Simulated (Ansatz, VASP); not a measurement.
## One calculation of Ir, two programs

The input INCAR:

```
PREC = Accurate
ENCUT = 520
EDIFF = 1E-6
ISMEAR = 0
SIGMA = 0.05
LREAL = F
LASPH = T
NELM = 150
ALGO = Fast
ISIF = 2
LWAVE = F
LCHARG = T
MAGMOM = 0 0 0
LORBIT = 11
LSORBIT = T
GGA_COMPAT = F
LORBMOM = T
LMAXMIX = 4
GGA = PE
LVHAR = T
NBANDS = 20
```

Contents of KPOINTS:

```
regular mesh
0
Gamma
  8 8 8
```

The input POSCAR:

```
Ir
1.0
    0.0000000000      1.9200010851      1.9200010851
    1.9200010851      0.0000000000      1.9200010851
    1.9200010851      1.9200010851      0.0000000000
Ir
1
Direct
    0.0000000000      0.0000000000      0.0000000000
```

Input for Ansatz:

```yaml
crystal:
  lattice:
    - [0.0, 1.9200010851, 1.9200010851]
    - [1.9200010851, 0.0, 1.9200010851]
    - [1.9200010851, 1.9200010851, 0.0]
  atoms:
    - { symbol: Ir, position: [0.0, 0.0, 0.0] }
basis:
  ecutwfc: 420
  ecutrho_ratio: 4
kpoints:
  mp_grid: { grid: [8, 8, 8] }
hamiltonian:
  xc: pbe
scf:
  occupations: { method: gaussian, width: 0.05 }
output:
  forces: true
  stress: true
  eigenvalues: true
  populations: true
  topological_invariants: true
magnetization:
  noncollinear: true
  spin_orbit: true
```

Alike in both runs: task single point; functional PBE; k mesh 8 × 8 × 8; occupations gaussian, width 0.05 eV; non-collinear spin, spin-orbit coupling.

|  | VASP | Ansatz |
| --- | --- | --- |
| version | VASP 6.6.1 | Ansatz 0.2.0 |
| potentials or method | VASP PAW PBE potentials, release 64 (Ir), cutoff 520 eV | plane waves, PAW |
| valence electrons in the cell | 9 | 17 |

VASP gave:

```
pressure (GPa)           : 11.9
net moment per atom (μB) : 0.00
```

Q: What did Ansatz give for the same quantities?

A: Pressure (GPa): 11.0; net moment per atom (μB): 0.00.

VASP's potentials hold 9 valence electrons a cell and Ansatz's 17, so a difference there can come from the potentials and not from the codes.
